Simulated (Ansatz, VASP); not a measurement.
# GaN in VASP and in Ansatz

```
Ga N
1.0
     0.00000    1.96557    1.96557
     1.96557    0.00000    1.96557
     1.96557    1.96557    0.00000
Ga N
1 1
Direct
  0.50000 0.50000 0.50000
  0.00000 0.00000 0.00000
```

Change from the starting cell: volume scaled by 0.96, crystal datasets.

Alike in both runs: task electric field gradients; functional PBEsol; k mesh 10 × 10 × 10; occupations fermi-dirac, width 0.02 eV; no spin polarisation.

```csv
,VASP,Ansatz
version,VASP 6.6.1,Ansatz 0.2.0
potentials or method,"VASP PAW PBE potentials, release 64 (Ga_d, N), cutoff 520 eV","all-electron PAW with datasets made for the crystal, scalar-relativistic"
```

Ansatz gave:

- gap on the k mesh at the Fermi level (eV): 2.04
- pressure (GPa): 79.6

Q: Estimate VASP's values.

A: gap on the k mesh at the Fermi level (eV): 2.03; pressure (GPa): 80.4.

VASP's potentials were made for PBE, not for PBEsol. Both programs put the cell under a high pressure, so it lies far from rest at this level. Ansatz ran all-electron here, and VASP with PAW potentials.

Noted on VASP's run: the cell as given lies far from equilibrium.
